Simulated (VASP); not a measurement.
# MgO (rocksalt type) (Fm-3m) in VASP: a series of runs

Runs on MgO (rocksalt type). Level: PBEsol. Tasks: density of states.

Program: VASP 6.6.1. These are calculated values, not measurements. Logs are shortened: lines on timing, memory, paths and dates and some standing lists are left out, and cuts for length are marked.

### 1 The cell of the first run

It takes space group Fm-3m (No. 225, cubic). The conventional cell has a = 4.038 Å, b = 4.038 Å, c = 4.038 Å, α = 90.00°, β = 90.00°, γ = 90.00°. Mg (site symmetry m-3m) has 6 O at 2.02 Å within 2.7 Å. Within 2.7 Å of O (site symmetry m-3m) lie 6 Mg at 2.02 Å.

### 2 Density of states, PBEsol (volume scaled by 0.88)

File POSCAR:

```
MgO
1.0
    0.0000000000      2.0192270526      2.0192270526
    2.0192270526      0.0000000000      2.0192270526
    2.0192270526      2.0192270526      0.0000000000
Mg O
1 1
Direct
    0.0000000000      0.0000000000      0.0000000000
    0.5000000000      0.5000000000      0.5000000000
```

File INCAR.step1:

```
SYSTEM = MgO
ALGO = Normal ; EDIFF = 1E-6
ENCUT = 520 ; GGA = PS
ISIF = 2 ; ISMEAR = -1
LASPH = .TRUE. ; LCHARG = .TRUE.
LREAL = .FALSE. ; LWAVE = .FALSE.
NBANDS = 11 ; NELM = 80
PREC = Accurate ; SIGMA = 0.05
```

File KPOINTS.step1:

```
k-points
0
G
  15 15 15
  0 0 0
```

File INCAR.step2:

```
SYSTEM = MgO
ALGO = Normal ; EDIFF = 1E-6
ENCUT = 520 ; GGA = PS
ICHARG = 11 ; ISIF = 2
ISMEAR = -5 ; LASPH = .TRUE.
LCHARG = .FALSE. ; LORBIT = 11
LREAL = .FALSE. ; LWAVE = .FALSE.
NBANDS = 11 ; NEDOS = 2001
NELM = 80 ; PREC = Accurate
SIGMA = 0.05
```

File KPOINTS.step2:

```
k-points
0
G
  23 23 23
  0 0 0
```

Potentials or basis: VASP PAW PBE potentials, release 64 (Mg, O).

The run is started by

```
$ cat potpaw_PBE.64/Mg/POTCAR potpaw_PBE.64/O/POTCAR > POTCAR
$ cp INCAR.step1 INCAR
$ cp KPOINTS.step1 KPOINTS
$ mpirun -np 1 vasp_std > vasp.out
$ cp INCAR.step2 INCAR
$ cp KPOINTS.step2 KPOINTS
$ mpirun -np 1 vasp_std > vasp.out
```

OUTCAR:

```text
SYSTEM = MgO
   EDIFF = 1E-6
   ENCUT = 520
   GGA = PS
   ICHARG = 11
   ISIF = 2
   ISMEAR = -5
   LASPH = .TRUE.
   LORBIT = 11
   LREAL = .FALSE.
   NELM = 80
   PREC = Accurate

 ion  position               nearest neighbor table
   1  0.000  0.000  0.000-   2 2.02   2 2.02   2 2.02   2 2.02   2 2.02   2 2.02
   2  0.500  0.500  0.500-   1 2.02   1 2.02   1 2.02   1 2.02   1 2.02   1 2.02

  LATTYP: Found a face centered cubic cell.
 ALAT       =     4.0384541052

  Lattice vectors:

 A1 = (   0.0000000000,   2.0192270526,   2.0192270526)
 A2 = (   2.0192270526,   0.0000000000,   2.0192270526)
 A3 = (   2.0192270526,   2.0192270526,   0.0000000000)

Analysis of symmetry for initial positions (statically):
=====================================================================
 Subroutine PRICEL returns:
 Original cell was already a primitive cell.

 Routine SETGRP: Setting up the symmetry group for a
 face centered cubic supercell.

 Subroutine GETGRP returns: Found 48 space group operations
 (whereof 48 operations were pure point group operations)
 out of a pool of 48 trial point group operations.

The static configuration has the point symmetry O_h .

Analysis of symmetry for dynamics (positions and initial velocities):
=====================================================================
 Subroutine PRICEL returns:
 Original cell was already a primitive cell.

 Routine SETGRP: Setting up the symmetry group for a
 face centered cubic supercell.

 Subroutine GETGRP returns: Found 48 space group operations
 (whereof 48 operations were pure point group operations)
 out of a pool of 48 trial point group operations.

The dynamic configuration has the point symmetry O_h .

 Subroutine INISYM returns: Found 48 space group operations
 (whereof 48 operations are pure point group operations),
 and found     1 'primitive' translations

----------------------------------------------------------------------------------------

                                     Primitive cell

  volume of cell :      16.4659

  direct lattice vectors                    reciprocal lattice vectors
     0.000000000  2.019227053  2.019227053    -0.247619503  0.247619503  0.247619503
     2.019227053  0.000000000  2.019227053     0.247619503 -0.247619503  0.247619503
     2.019227053  2.019227053  0.000000000     0.247619503  0.247619503 -0.247619503

  length of vectors
     2.855618283  2.855618283  2.855618283     0.428889561  0.428889561  0.428889561

  position of ions in fractional coordinates (direct lattice)
     0.000000000  0.000000000  0.000000000
     0.500000000  0.500000000  0.500000000

  ion indices of the primitive-cell ions
   primitive index   ion index
                 1           1
                 2           2

----------------------------------------------------------------------------------------

 KPOINTS: k-points

Automatic generation of k-mesh.
 Grid dimensions read from file:
 generate k-points for:   23   23   23

 Generating k-lattice:

  Cartesian coordinates                     Fractional coordinates (reciprocal lattice)
    -0.010766065  0.010766065  0.010766065     0.043478261  0.000000000  0.000000000
     0.010766065 -0.010766065  0.010766065     0.000000000  0.043478261  0.000000000
     0.010766065  0.010766065 -0.010766065     0.000000000  0.000000000  0.043478261

  Length of vectors
     0.018647372  0.018647372  0.018647372

  Shift w.r.t. Gamma in fractional coordinates (k-lattice)
     0.000000000  0.000000000  0.000000000

 TETIRR: Found   1662 inequivalent tetrahedra from    73002

 Subroutine IBZKPT returns following result:
 ===========================================

 Found    364 irreducible k-points:

 Following reciprocal coordinates:
            Coordinates               Weight
  0.000000  0.000000  0.000000      1.000000
  0.043478  0.000000  0.000000      8.000000
  0.086957  0.000000  0.000000      8.000000
  0.130435  0.000000  0.000000      8.000000
  0.173913  0.000000  0.000000      8.000000
  0.217391  0.000000  0.000000      8.000000
[... 16 lines left out ...]
  0.478261  0.043478  0.000000     24.000000
 -0.478261  0.043478  0.000000     24.000000
 [... further k-points ...]
   k-points           NKPTS =    364   k-points in BZ     NKDIM =    364   number of bands    NBANDS=     11
   number of dos      NEDOS =   2001   number of ions     NIONS =      2
   total plane-waves  NPLWV =  13824
   dimension x,y,z NGX =    24 NGY =   24 NGZ =   24
   dimension x,y,z NGXF=    48 NGYF=   48 NGZF=   48
   ions per type =               1   1
   NGX,Y,Z   is equivalent  to a cutoff of  13.97, 13.97, 13.97 a.u.
   NGXF,Y,Z  is equivalent  to a cutoff of  27.94, 27.94, 27.94 a.u.
 SYSTEM =  MgO
   PREC   = accura    normal or accurate (medium, high low for compatibility)
   ISTART =      0    job   : 0-new  1-cont  2-samecut
   ICHARG =     11    charge: 1-file 2-atom 10-const
   ISPIN  =      1    spin polarized calculation?
   LNONCOLLINEAR =      F non collinear calculations
   LSORBIT =      F    spin-orbit coupling
   LASPH  =      T    aspherical Exc in radial PAW
   ENCUT  =  520.0 eV  38.22 Ry    6.18 a.u.   5.31  5.31  5.31*2*pi/ulx,y,z
   NELM   =     80;   NELMIN=  2; NELMDL=  0     # of ELM steps
   EDIFF  = 0.1E-05   stopping-criterion for ELM
   LREAL  =      F    real-space projection
   EDIFFG = 0.1E-04   stopping-criterion for IOM
   NSW    =      0    number of steps for IOM
   IBRION =     -1    ionic relax: 0-MD 1-quasi-New 2-CG
   NFREE  =      0    steps in history (QN), initial steepest desc. (CG)
   ISIF   =      2    stress and relaxation
   ISYM   =      2    0-nonsym 1-usesym 2-fastsym
   POTIM  = 0.5000    time-step for ionic-motion
   TEBEG  =    0.0;   TEEND  =   0.0 temperature during run
   PSTRESS=    0.0 pullay stress
   NELECT =       8.0000    total number of electrons
   NUPDOWN=      -1.0000    fix difference up-down
   EMIN   =  10.00;   EMAX   =-10.00  energy-range for DOS
   EFERMI =   0.00;   METHOD = LEGACY
   ISMEAR =    -5;   SIGMA  =   0.05  broadening in eV -4-tet -1-fermi 0-gaus
   EFERMI_NEDOS =   21; number of points for ismear=-14 and -15
   IALGO  =     38    algorithm
   IMIX   =      4    mixing-type and parameters
     AMIX     =   0.40;   BMIX     =  1.00
     AMIX_MAG =   1.60;   BMIX_MAG =  1.00
  volume/ion in A,a.u.               =       8.23        55.56
  Fermi-wavevector in a.u.,A,eV,Ry     =   1.286993  2.432065 22.536039  1.656352
  Thomas-Fermi vector in A             =   2.419035
   LORBIT       =     11    0 simple, 1 ext, 2 COOP (PROOUT), +10 PAW based schemes
   GGA     = PS    functional components
   LHFCALC =     F    Hartree Fock is set to
   AEXX    =    0.0000 exact exchange contribution
   IVDW    =     0    specifies the selected vdW correction
   LEPSILON=     F    determine dielectric tensor
   LRPA    =     F    only Hartree local field effects (RPA)
 non-spin polarized calculation
 Fermi weights with tetrahedron method with Bloechl corrections
  energy-cutoff  :      520.00
  volume of cell :       16.47
 maximum number of plane-waves:       459
 NGX is ok and might be reduce to    24

 number of electron       7.9999999 magnetization

 Free energy of the ion-electron system (eV)
  ---------------------------------------------------
  ext. energy  EPLUGINS =         0.00000000
  ---------------------------------------------------
  free energy    TOTEN  =       -12.35018372 eV

  energy without entropy =      -12.35018372  energy(sigma->0) =      -12.35018372

 E-fermi :   4.1040     XC(G=0): -11.9366

 val. band max:        4.0842889518   @ k =   0.0000   0.0000   0.0000
 cond. band min:      10.0403441567   @ k =   0.0000   0.0000   0.0000
 fundamental gap:      5.9560552049
 Fermi energy:         4.1040265752

 k-point     1 :       0.0000    0.0000    0.0000
  band No.  band energies     occupation
      1     -13.8288      2.00000
      2       4.0843      2.00000
      3       4.0843      2.00000
      4       4.0843      2.00000
      5      10.0403      0.00000
      6      20.4084      0.00000
      7      20.4084      0.00000
      8      20.4084      0.00000
      9      24.5976      0.00000
     10      26.6372      0.00000
     11      26.6372      0.00000

 k-point     2 :       0.0435    0.0000    0.0000
  band No.  band energies     occupation
      1     -13.8032      2.00000
      2       3.9407      2.00000
      3       4.0675      2.00000
      4       4.0675      2.00000
      5      10.1713      0.00000
      6      20.0671      0.00000
      7      20.4660      0.00000
      8      20.4660      0.00000
      9      25.0660      0.00000
     10      26.5049      0.00000
     11      26.5049      0.00000

 k-point     3 :       0.0870    0.0000    0.0000
  band No.  band energies     occupation
      1     -13.7277      2.00000
      2       3.5482      2.00000
      3       4.0187      2.00000
      4       4.0187      2.00000
      5      10.5227      0.00000
      6      19.3426      0.00000
      7      20.6315      0.00000
      8      20.6315      0.00000
      9      26.1398      0.00000
     10      26.1884      0.00000
     11      26.1884      0.00000

 k-point     4 :       0.1304    0.0000    0.0000
  band No.  band energies     occupation
      1     -13.6058      2.00000
      2       2.9877      2.00000
      3       3.9426      2.00000
      4       3.9426      2.00000
      5      11.0044      0.00000
      6      18.5841      0.00000
      7      20.8826      0.00000
      8      20.8826      0.00000
      9      25.8313      0.00000
     10      25.8313      0.00000
     11      27.3279      0.00000

 k-point     5 :       0.1739    0.0000    0.0000
  band No.  band energies     occupation
      1     -13.4425      2.00000
      2       2.3351      2.00000
      3       3.8461      2.00000
      4       3.8461      2.00000
      5      11.5234      0.00000
      6      17.9444      0.00000
      7      21.1782      0.00000
      8      21.1782      0.00000
      9      25.5498      0.00000
     10      25.5498      0.00000
     11      28.1139      0.00000
[... 211 lines left out ...]
 k-point    21 :       0.3913    0.0435    0.0000
  band No.  band energies     occupation
      1     -12.4353      2.00000
      2      -0.5234      2.00000
      3       3.3218      2.00000
      4       3.3277      2.00000
      5      12.7811      0.00000
      6      17.5526      0.00000
      7      21.4973      0.00000
      8      21.7437      0.00000
      9      26.3642      0.00000
     10      27.3718      0.00000
     11      27.5251      0.00000

 k-point    22 :       0.4348    0.0435    0.0000
  band No.  band energies     occupation
      1     -12.2762      2.00000
      2      -0.8866      2.00000
      3       3.2477      2.00000
      4       3.2757      2.00000
      5      12.7721      0.00000
      6      17.7981      0.00000
      7      21.4139      0.00000
      8      21.6940      0.00000
      9      27.0300      0.00000
     10      27.3323      0.00000
     11      27.8460      0.00000

 k-point    23 :       0.4783    0.0435    0.0000
  band No.  band energies     occupation
      1     -12.1777      2.00000
      2      -1.1038      2.00000
      3       3.1987      2.00000
      4       3.2497      2.00000
      5      12.7557      0.00000
      6      17.9678      0.00000
      7      21.3604      0.00000
      8      21.6559      0.00000
      9      27.1846      0.00000
     10      27.6081      0.00000
     11      28.1027      0.00000

 k-point    24 :      -0.4783    0.0435    0.0000
  band No.  band energies     occupation
      1     -12.1519      2.00000
      2      -1.1592      2.00000
      3       3.1776      2.00000
      4       3.2514      2.00000
      5      12.7509      0.00000
      6      18.0145      0.00000
      7      21.3473      0.00000
      8      21.6451      0.00000
      9      27.1583      0.00000
     10      27.9035      0.00000
     11      28.0173      0.00000

 [... further k-points ...]
[... 5 lines left out ...]
  --------------------------------------------------------------------------------------
  -------------------------------------------------------------------------------------
  Total        2.6734459      2.6734459      2.6734459     -0.0000000     -0.0000000      0.0000000
  in kB      260.1336388    260.1336388    260.1336388     -0.0000000     -0.0000000      0.0000000
  external PRESSURE =     260.1336388 kB  Pullay stress =       0.0000000 kB

 VOLUME and BASIS-vectors are now :
 -----------------------------------------------------------------------------
  energy-cutoff  :      520.00
  volume of cell :       16.47
      direct lattice vectors                 reciprocal lattice vectors
     0.000000000  2.019227053  2.019227053    -0.247619503  0.247619503  0.247619503
     2.019227053  0.000000000  2.019227053     0.247619503 -0.247619503  0.247619503
     2.019227053  2.019227053  0.000000000     0.247619503  0.247619503 -0.247619503

 POSITION                                       TOTAL-FORCE (eV/Angst)
 -----------------------------------------------------------------------------------
      0.00000      0.00000      0.00000         0.000000      0.000000     -0.000000
      2.01923      2.01923      2.01923         0.000000      0.000000      0.000000
 -----------------------------------------------------------------------------------
    total drift:                               -0.000000     -0.000000      0.000000

  FREE ENERGIE OF THE ION-ELECTRON SYSTEM (eV)
  ---------------------------------------------------
  free  energy   TOTEN  =       -12.3501837199 eV

  energy  without entropy=      -12.3501837199  energy(sigma->0) =      -12.35018372

 total charge

# of ion       s       p       d       tot
------------------------------------------
    1        0.170   0.227   0.109   0.507
    2        1.541   3.619   0.000   5.159
--------------------------------------------------
tot          1.711   3.846   0.109   5.666
```

It took 18 s on 1 thread of Intel Xeon 6975P-C (Granite Rapids), shared host; peak memory 0.19 GiB.

What came out:

```
Valence electrons inside the program's atomic spheres : Mg 0.51; O 5.16
```

Caveat: the PAW data sets were made with another functional, which shifts forces and pressure a little.

### 3 Density of states, PBEsol (volume scaled by 0.55)

File POSCAR:

```
MgO
1.0
    0.0000000000      1.7264148454      1.7264148454
    1.7264148454      0.0000000000      1.7264148454
    1.7264148454      1.7264148454      0.0000000000
Mg O
1 1
Direct
    0.0000000000      0.0000000000      0.0000000000
    0.5000000000      0.5000000000      0.5000000000
```

File INCAR.step1:

```
SYSTEM = MgO
  PREC = Accurate
  ENCUT = 520
  EDIFF = 1E-6
  ISMEAR = -1
  SIGMA = 0.05
  LREAL = .False.
  LASPH = .True.
  NELM = 100
  ALGO = Normal
  ISIF = 2
  LWAVE = .False.
  LCHARG = .True.
  GGA = PS
  NBANDS = 11
```

File KPOINTS.step1:

```
regular mesh
0
Gamma
  15 15 15
  0 0 0
```

File INCAR.step2:

```
SYSTEM = MgO
  PREC = Accurate
  ENCUT = 520
  EDIFF = 1E-6
  ISMEAR = -5
  SIGMA = 0.05
  LREAL = .False.
  LASPH = .True.
  NELM = 100
  ALGO = Normal
  ISIF = 2
  LWAVE = .False.
  LCHARG = .False.
  GGA = PS
  LORBIT = 10
  NBANDS = 11
  NEDOS = 1001
  ICHARG = 11
```

File KPOINTS.step2:

```
regular mesh
0
Gamma
  23 23 23
  0 0 0
```

Potentials or basis: VASP PAW PBE potentials, release 64 (Mg, O).

The run is started by

```
$ cat potpaw_PBE.64/Mg/POTCAR potpaw_PBE.64/O/POTCAR > POTCAR
$ cp INCAR.step1 INCAR
$ cp KPOINTS.step1 KPOINTS
$ mpirun -np 1 vasp_std > vasp.out
$ cp INCAR.step2 INCAR
$ cp KPOINTS.step2 KPOINTS
$ mpirun -np 1 vasp_std > vasp.out
```

Wall time 50 s (1 thread of Intel Xeon 8259CL, shared host); peak memory 0.16 GiB.

Results (log left out):

```
Valence electrons inside the program's atomic spheres : Mg 1.20; O 5.58
```

Levels at points of the mesh, in eV from the valence-band top:
| k point | band 2 | band 3 | band 4 | band 5 | band 6 | band 7 |
| --- | --- | --- | --- | --- | --- | --- |
| (0.00, 0.00, 0.00) | 0.00 | 0.00 | 0.00 | 12.96 | 18.64 | 18.64 |

Caveat: the PAW data sets were made with another functional, which shifts forces and pressure a little.
